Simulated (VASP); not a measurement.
A run of VASP 6.6.1:

Contents of INCAR:

```
SYSTEM = C
  ALGO = Normal
  EDIFF = 1E-6
  ENCUT = 600
  GGA_COMPAT = .False.
  ISIF = 2
  ISMEAR = 0
  LASPH = .True.
  LCHARG = .False.
  LREAL = .False.
  LWAVE = .False.
  NBANDS = 11
  NELM = 120
  PREC = Accurate
  SIGMA = 0.02
```

File KPOINTS:

```
k-points
0
Gamma
  12 12 12
  0 0 0
```

The input POSCAR:

```
C
1.0
    0.0000000000      1.7657234630      1.7657234630
    1.7657234630      0.0000000000      1.7657234630
    1.7657234630      1.7657234630      0.0000000000
C
2
Direct
    0.0000000000      0.0000000000      0.0000000000
    0.2500000000      0.2500000000      0.2500000000
```

Potentials or basis: VASP PAW LDA potentials, release 64 (C).

The run is started by

```bash
$ cat potpaw_LDA.64/C/POTCAR > POTCAR
$ mpirun -np 1 vasp_std > vasp.out
```

Hardware: 1 thread of Intel(R) Xeon(R) 6975P-C (Granite Rapids), with other jobs on the host.

Question: How long does it take, and how much memory?

Answer: Wall time 3.7 s on 1 thread of Intel(R) Xeon(R) 6975P-C (Granite Rapids), with other jobs on the host, peak memory 0.11 GiB. Counts: scf iterations 11, k points 72.
